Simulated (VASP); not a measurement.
# Cu5Mo (P-3m1) in VASP: further runs

Cu5Mo is run at these levels: PBE; tasks: relaxation of cell and atoms, single point.

All numbers are computed with VASP 6.6.1; they aren't measurements. Logs are shortened: lines on timing, memory, paths and dates and some standing lists are left out, and cuts for length are marked.

### Step 1. The cell of the first run

It takes space group P-3m1 (No. 164, trigonal). The conventional cell has a = 2.640 Å, b = 2.640 Å, c = 12.930 Å, α = 90.00°, β = 90.00°, γ = 120.00°. Within 3.5 Å of Cu (site symmetry 3m) lie 9 Cu at 2.64 Å and 3 Mo at 2.64 Å. Cu (site symmetry 3m) has 12 Cu at 2.64 Å within 3.5 Å. Within 3.5 Å of Cu (site symmetry -3m) lie 12 Cu at 2.64 Å. Mo (site symmetry -3m) has 6 Cu at 2.64 Å and 6 Mo at 2.64 Å within 3.5 Å.

### Step 2. Relaxation of cell and atoms, PBE

Contents of INCAR:

```
PREC = Accurate
ENCUT = 600
EDIFF = 1E-6
ISMEAR = 0
SIGMA = 0.2
LREAL = F
LASPH = T
NELM = 80
ALGO = Normal
ISIF = 3
LWAVE = F
LCHARG = F
GGA = PE
IBRION = 2
NSW = 36
EDIFFG = -0.08
```

Contents of KPOINTS:

```
regular mesh
0
Gamma
  7 7 2
```

Contents of POSCAR:

```
Cu5Mo
1.0
    2.6400000000      0.0000000000      0.0000000000
   -1.3200000000      2.2863070700      0.0000000000
    0.0000000000      0.0000000000     12.9300000000
Cu Mo
5 1
Direct
    0.6666666700      0.3333333300      0.8333300000
    0.3333333300      0.6666666700      0.6666700000
    0.3333333300      0.6666666700      0.1666700000
    0.6666666700      0.3333333300      0.3333300000
    0.0000000000      0.0000000000      0.5000000000
    0.0000000000      0.0000000000      0.0000000000
```

Potentials or basis: VASP PAW PBE potentials, release 64 (Cu, Mo_sv).

Command:

```bash
$ cat potpaw_PBE.64/Cu/POTCAR potpaw_PBE.64/Mo_sv/POTCAR > POTCAR
$ mpirun -np 1 vasp_std > vasp.out
```

OUTCAR:

```text
PREC = Accurate
   ENCUT = 600
   EDIFF = 1E-6
   ISMEAR = 0
   LREAL = F
   LASPH = T
   NELM = 80
   ISIF = 3
   GGA = PE
   IBRION = 2
   NSW = 36
   EDIFFG = -0.08

 ion  position               nearest neighbor table
   1  0.667  0.333  0.833-   2 2.64   2 2.64   2 2.64   6 2.64   6 2.64   6 2.64
   2  0.333  0.667  0.667-   1 2.64   1 2.64   1 2.64   5 2.64   5 2.64   5 2.64
   3  0.333  0.667  0.167-   4 2.64   4 2.64   4 2.64   6 2.64   6 2.64   6 2.64
   4  0.667  0.333  0.333-   3 2.64   3 2.64   3 2.64   5 2.64   5 2.64   5 2.64
   5  0.000  0.000  0.500-   2 2.64   4 2.64   4 2.64   2 2.64   4 2.64   2 2.64
   6  0.000  0.000  0.000-   1 2.64   3 2.64   1 2.64   3 2.64   1 2.64   3 2.64

  LATTYP: Found a hexagonal cell.
 ALAT       =     2.6400000000
 C/A-ratio  =     4.8977272727

  Lattice vectors:

 A1 = (   2.6400000000,   0.0000000000,   0.0000000000)
 A2 = (  -1.3200000000,   2.2863070700,   0.0000000000)
 A3 = (   0.0000000000,   0.0000000000,  12.9300000000)

Analysis of symmetry for initial positions (statically):
=====================================================================
 Subroutine PRICEL returns:
 Original cell was already a primitive cell.

 Routine SETGRP: Setting up the symmetry group for a
 hexagonal supercell.

 Subroutine GETGRP returns: Found 12 space group operations
 (whereof 12 operations were pure point group operations)
 out of a pool of 24 trial point group operations.

The static configuration has the point symmetry D_3d.

Analysis of symmetry for dynamics (positions and initial velocities):
=====================================================================
 Subroutine PRICEL returns:
 Original cell was already a primitive cell.

 Routine SETGRP: Setting up the symmetry group for a
 hexagonal supercell.

 Subroutine GETGRP returns: Found 12 space group operations
 (whereof 12 operations were pure point group operations)
 out of a pool of 24 trial point group operations.

The dynamic configuration has the point symmetry D_3d.

 Subroutine INISYM returns: Found 12 space group operations
 (whereof 12 operations are pure point group operations),
 and found     1 'primitive' translations

----------------------------------------------------------------------------------------

                                     Primitive cell

  volume of cell :      78.0435

  direct lattice vectors                    reciprocal lattice vectors
     2.640000000  0.000000000  0.000000000     0.378787879  0.218693283  0.000000000
    -1.320000000  2.286307070  0.000000000     0.000000000  0.437386567  0.000000000
     0.000000000  0.000000000 12.930000000     0.000000000  0.000000000  0.077339520

  length of vectors
     2.640000000  2.640000003 12.930000000     0.437386567  0.437386567  0.077339520

  position of ions in fractional coordinates (direct lattice)
     0.666666670  0.333333330  0.833330000
     0.333333330  0.666666670  0.666670000
     0.333333330  0.666666670  0.166670000
     0.666666670  0.333333330  0.333330000
     0.000000000  0.000000000  0.500000000
     0.000000000  0.000000000  0.000000000

  ion indices of the primitive-cell ions
   primitive index   ion index
                 1           1
                 2           2
                 3           3
                 4           4
                 5           5
                 6           6

----------------------------------------------------------------------------------------

 KPOINTS: regular mesh

Automatic generation of k-mesh.
 Grid dimensions read from file:
 generate k-points for:    7    7    2

 Generating k-lattice:

  Cartesian coordinates                     Fractional coordinates (reciprocal lattice)
     0.054112554  0.031241898  0.000000000     0.142857143  0.000000000  0.000000000
     0.000000000  0.062483795  0.000000000     0.000000000  0.142857143  0.000000000
     0.000000000  0.000000000  0.038669760     0.000000000  0.000000000  0.500000000

  Length of vectors
     0.062483795  0.062483795  0.038669760

  Shift w.r.t. Gamma in fractional coordinates (k-lattice)
     0.000000000  0.000000000  0.000000000

 Subroutine IBZKPT returns following result:
 ===========================================

 Found     16 irreducible k-points:

 Following reciprocal coordinates:
            Coordinates               Weight
  0.000000  0.000000  0.000000      1.000000
  0.142857 -0.000000  0.000000      6.000000
  0.285714  0.000000  0.000000      6.000000
  0.428571 -0.000000  0.000000      6.000000
  0.142857  0.142857  0.000000      6.000000
  0.285714  0.142857  0.000000     12.000000
[... 8 lines left out ...]
  0.428571  0.142857  0.500000      6.000000
  0.285714  0.285714  0.500000      6.000000
   k-points           NKPTS =     16   k-points in BZ     NKDIM =     16   number of bands    NBANDS=     41
   number of dos      NEDOS =    301   number of ions     NIONS =      6
   total plane-waves  NPLWV =  62208
   dimension x,y,z NGX =    24 NGY =   24 NGZ =  108
   dimension x,y,z NGXF=    48 NGYF=   48 NGZF=  216
   ions per type =               5   1
   NGX,Y,Z   is equivalent  to a cutoff of  15.11, 15.11, 13.89 a.u.
   NGXF,Y,Z  is equivalent  to a cutoff of  30.23, 30.23, 27.77 a.u.
 SYSTEM =  unknown system
   PREC   = accura    normal or accurate (medium, high low for compatibility)
   ISTART =      0    job   : 0-new  1-cont  2-samecut
   ICHARG =      2    charge: 1-file 2-atom 10-const
   ISPIN  =      1    spin polarized calculation?
   LNONCOLLINEAR =      F non collinear calculations
   LSORBIT =      F    spin-orbit coupling
   LASPH  =      T    aspherical Exc in radial PAW
   ENCUT  =  600.0 eV  44.10 Ry    6.64 a.u.   5.27  5.27 25.82*2*pi/ulx,y,z
   NELM   =     80;   NELMIN=  2; NELMDL= -5     # of ELM steps
   EDIFF  = 0.1E-05   stopping-criterion for ELM
   LREAL  =      F    real-space projection
   EDIFFG = -.8E-01   stopping-criterion for IOM
   NSW    =     36    number of steps for IOM
   IBRION =      2    ionic relax: 0-MD 1-quasi-New 2-CG
   NFREE  =      1    steps in history (QN), initial steepest desc. (CG)
   ISIF   =      3    stress and relaxation
   ISYM   =      2    0-nonsym 1-usesym 2-fastsym
   POTIM  = 0.5000    time-step for ionic-motion
   TEBEG  =    0.0;   TEEND  =   0.0 temperature during run
   PSTRESS=    0.0 pullay stress
   NELECT =      69.0000    total number of electrons
   NUPDOWN=      -1.0000    fix difference up-down
   EMIN   =  10.00;   EMAX   =-10.00  energy-range for DOS
   EFERMI =   0.00;   METHOD = LEGACY
   ISMEAR =     0;   SIGMA  =   0.20  broadening in eV -4-tet -1-fermi 0-gaus
   EFERMI_NEDOS =   21; number of points for ismear=-14 and -15
   IALGO  =     38    algorithm
   IMIX   =      4    mixing-type and parameters
     AMIX     =   0.40;   BMIX     =  1.00
     AMIX_MAG =   1.60;   BMIX_MAG =  1.00
  volume/ion in A,a.u.               =      13.01        87.78
  Fermi-wavevector in a.u.,A,eV,Ry     =   1.571251  2.969234 33.590461  2.468829
  Thomas-Fermi vector in A             =   2.672863
   LORBIT       =      0    0 simple, 1 ext, 2 COOP (PROOUT), +10 PAW based schemes
   GGA     = PE    functional components
   LHFCALC =     F    Hartree Fock is set to
   AEXX    =    0.0000 exact exchange contribution
   IVDW    =     0    specifies the selected vdW correction
   LEPSILON=     F    determine dielectric tensor
   LRPA    =     F    only Hartree local field effects (RPA)
 conjugate gradient relaxation of ions
 non-spin polarized calculation
 Gauss-broadening in eV      SIGMA  =   0.20
  energy-cutoff  :      600.00
  volume of cell :       78.04
 maximum number of plane-waves:      2630
 NGX is ok and might be reduce to    24
   NGX = 11   NGY = 11   NGZ = 51

--------------------------------------- Ionic step        1  -------------------------------------------

 number of electron      68.9999963 magnetization

 Free energy of the ion-electron system (eV)
  ---------------------------------------------------
  ext. energy  EPLUGINS =         0.00000000
  ---------------------------------------------------
  free energy    TOTEN  =       -28.59802804 eV

  energy without entropy =      -28.51785425  energy(sigma->0) =      -28.55794115

------------------------ aborting loop because EDIFF is reached ----------------------------------------

  FORCE on cell =-STRESS in cart. coord.  units (eV):
  Direction    XX          YY          ZZ          XY          YZ          ZX
  --------------------------------------------------------------------------------------
  -------------------------------------------------------------------------------------
  Total        0.3841486      0.3841486      1.1046522      0.0000000      0.0000000      0.0000000
  in kB        7.8862924      7.8862924     22.6777072      0.0000000      0.0000000      0.0000000
  external PRESSURE =      12.8167640 kB  Pullay stress =       0.0000000 kB

 VOLUME and BASIS-vectors are now :
 -----------------------------------------------------------------------------
  energy-cutoff  :      600.00
  volume of cell :       78.04
      direct lattice vectors                 reciprocal lattice vectors
     2.640000000  0.000000000  0.000000000     0.378787879  0.218693283  0.000000000
    -1.320000000  2.286307070  0.000000000     0.000000000  0.437386567  0.000000000
     0.000000000  0.000000000 12.930000000     0.000000000  0.000000000  0.077339520

 POSITION                                       TOTAL-FORCE (eV/Angst)
 -----------------------------------------------------------------------------------
      1.32000      0.76210     10.77496        -0.000000      0.000000     -0.989476
     -0.00000      1.52420      8.62004        -0.000000      0.000000     -0.055752
     -0.00000      1.52420      2.15504         0.000000     -0.000000      0.989476
      1.32000      0.76210      4.30996         0.000000     -0.000000      0.055752
      0.00000      0.00000      6.46500        -0.000000      0.000000      0.000000
      0.00000      0.00000      0.00000        -0.000000      0.000000      0.000000
 -----------------------------------------------------------------------------------
    total drift:                                0.000000      0.000000      0.000000
[... 270 lines left out ...]
 POSITION                                       TOTAL-FORCE (eV/Angst)
 -----------------------------------------------------------------------------------
      1.32156      0.76300     10.53862         0.000000     -0.000000      0.017882
     -0.00000      1.52600      8.48110        -0.000000      0.000000     -0.080448
     -0.00000      1.52600      2.27382        -0.000000      0.000000     -0.017882
      1.32156      0.76300      4.33134         0.000000     -0.000000      0.080448
      0.00000     -0.00000      6.40622         0.000000      0.000000      0.000000
      0.00000     -0.00000      0.00000         0.000000      0.000000      0.000000
 -----------------------------------------------------------------------------------
    total drift:                                0.000000     -0.000000      0.000000

  FREE ENERGIE OF THE ION-ELECTRON SYSTEM (eV)
  ---------------------------------------------------
  free  energy   TOTEN  =       -28.7313026359 eV

  energy  without entropy=      -28.6538588072  energy(sigma->0) =      -28.69258072

--------------------------------------- Ionic step        9  -------------------------------------------

 number of electron      68.9999975 magnetization

 Free energy of the ion-electron system (eV)
  ---------------------------------------------------
  ext. energy  EPLUGINS =         0.00000000
  ---------------------------------------------------
  free energy    TOTEN  =       -28.73317577 eV

  energy without entropy =      -28.65476127  energy(sigma->0) =      -28.69396852

 E-fermi :   8.1614     XC(G=0): -12.6183

 val. band max:        8.1577363170   @ k =   0.2857   0.0000   0.5000
 cond. band min:       8.1626735538   @ k =   0.2857   0.1429   0.0000
 fundamental gap:      0.0049372368
 Fermi energy:         8.1614433346

 k-point     1 :       0.0000    0.0000    0.0000
  band No.  band energies     occupation
      1     -52.8928      2.00000
      2     -27.0821      2.00000
      3     -25.9219      2.00000
      4     -25.9219      2.00000
      5      -0.7001      2.00000
      6       0.1859      2.00000
[... 706 lines left out ...]
 VOLUME and BASIS-vectors are now :
 -----------------------------------------------------------------------------
  energy-cutoff  :      600.00
  volume of cell :       77.74
      direct lattice vectors                 reciprocal lattice vectors
     2.641649445  0.000000000  0.000000000     0.378551364  0.218556731 -0.000000000
    -1.320824722  2.287735531 -0.000000000    -0.000000000  0.437113463  0.000000000
     0.000000000 -0.000000000 12.864276216    -0.000000000  0.000000000  0.077734649

 POSITION                                       TOTAL-FORCE (eV/Angst)
 -----------------------------------------------------------------------------------
      1.32082      0.76258     10.58067         0.000000     -0.000000      0.003414
     -0.00000      1.52516      8.50670        -0.000000      0.000000     -0.016835
     -0.00000      1.52516      2.28360        -0.000000      0.000000     -0.003414
      1.32082      0.76258      4.35758         0.000000     -0.000000      0.016835
      0.00000     -0.00000      6.43214         0.000000     -0.000000      0.000000
      0.00000      0.00000      0.00000         0.000000      0.000000      0.000000
 -----------------------------------------------------------------------------------
    total drift:                                0.000000      0.000000      0.000000

  FREE ENERGIE OF THE ION-ELECTRON SYSTEM (eV)
  ---------------------------------------------------
  free  energy   TOTEN  =       -28.7331757720 eV

  energy  without entropy=      -28.6547612723  energy(sigma->0) =      -28.69396852

 reached required accuracy - stopping structural energy minimisation
```

Wall time 9.2 min (1 thread of Intel Xeon Platinum 8375C at 2.90GHz (Ice Lake), shared host); peak memory 0.27 GiB.

What came out:

* Free energy: -28.7332 eV
* Relaxed volume: 12.96 Å³/atom
* Relaxed cell: a = 2.642 Å, b = 2.642 Å, c = 12.864 Å, α = 90.00°, β = 90.00°, γ = 120.00°
* Space group after relaxing (to 0.1 Å): P-3m1 (No. 164)
* Energy gained by relaxing: 22.5 meV/atom
* Ionic steps: 9
* Pressure after relaxing: 0.1 GPa
* Largest force after relaxing: 0.017 eV/Å
* Band gap on the k mesh: zero (an odd number of electrons rules out a gap without spin polarisation)

Forces in eV/Å, atoms in the order of the input:
```
Cu   0.000  0.000  0.003
Cu   0.000  0.000 -0.017
Cu   0.000  0.000 -0.003
Cu   0.000  0.000  0.017
Cu   0.000  0.000  0.000
Mo   0.000  0.000  0.000
```

Step by step:
| step | energy change (eV) | largest force (eV/Å) | pressure (GPa) | volume (Å³) |
| --- | --- | --- | --- | --- |
| 1 | 0.0000 | 0.9895 | 1.28 | 78.04 |
| 2 | -0.0689 | 0.4832 | -1.89 | 79.22 |
| 3 | -0.0775 | 0.2727 | -2.91 | 79.80 |
| 4 | -0.1140 | 0.2904 | 0.76 | 77.48 |
| 5 | -0.1140 | 0.2885 | 0.47 | 77.53 |
| 6 | -0.1258 | 0.2139 | 0.43 | 77.53 |
| 7 | -0.1331 | 0.0596 | 0.17 | 77.51 |
| 8 | -0.1333 | 0.0804 | 0.17 | 77.52 |
| 9 | -0.1351 | 0.0168 | 0.14 | 77.74 |

Final structure:
```
Cu Mo
1.0
     2.64165    0.00000    0.00000
    -1.32082    2.28774    0.00000
     0.00000    0.00000   12.86428
Cu Mo
5 1
Cartesian
  1.3208 0.7626 10.5807
  0.0000 1.5252 8.5067
  0.0000 1.5252 2.2836
  1.3208 0.7626 4.3576
  0.0000 0.0000 6.4321
  0.0000 0.0000 0.0000
```

Caveat: the k points lie up to 0.39 Å⁻¹ apart in the final cell, too coarse for converged energies and pressures of a metal.

(Continued in part 2 of 2.)
